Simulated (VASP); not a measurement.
Wanted: the native input for a VASP 6.6.1 run.

```
Task                   : single point
Functional             : PBEsol
Potentials or basis    : VASP PAW PBE potentials, release 64 (Ir)
Cutoff                 : 520 eV
k mesh                 : 18 × 18 × 12
Occupations            : gaussian, width 0.15 eV
Spin                   : no spin polarisation
Dipole correction      : no
Further INCAR settings : ALGO = Normal; EDIFF = 1e-06; NBANDS = 16
```

The structure of Ir lies in POSCAR:

```
Ir
1.0
    2.7513778946      0.0000000000      0.0000000000
   -1.3756889473      2.3827631521      0.0000000000
    0.0000000000      0.0000000000      4.1053068000
Ir
2
Direct
    0.6666666667      0.3333333333      0.7500000000
    0.3333333333      0.6666666667      0.2500000000
```

This isn't the form of Ir at room conditions, which is fcc.

This cell differs from its parent crystal: strain +0.000 along x and y, -0.080 along z.

These files were run (other wordings do the same):

INCAR

```
PREC = Accurate
ENCUT = 520
EDIFF = 1E-6
ISMEAR = 0
SIGMA = 0.15
LREAL = F
LASPH = T
NELM = 100
ALGO = Normal
ISIF = 2
LWAVE = F
LCHARG = T
GGA = PS
LELF = T
LVHAR = T
NBANDS = 16
```

KPOINTS

```
regular mesh
0
Gamma
  18 18 12
```

Potentials or basis: VASP PAW PBE potentials, release 64 (Ir).

Run with:

```bash
$ cat potpaw_PBE.64/Ir/POTCAR > POTCAR
$ mpirun -np 1 vasp_std > vasp.out
```

It gave:

| Property | Result |
| --- | --- |
| Pressure | 26.2 GPa |
| Band gap on the k mesh | zero (bands 9 and 10 overlap by 3.28 eV) |

Caveat: the cell differs from its parent crystal (strain +0.000 along x and y, -0.080 along z); the stress differs along the axes, from 14 to 50 GPa; the PAW data sets were made with another functional, which shifts forces and pressure a little; spin-orbit coupling is left out, which moves the levels of the heavy elements.

It took 62 s on 1 thread of AMD EPYC 7R13 Processor (Zen 3) (shared host), peak memory 0.18 GiB.
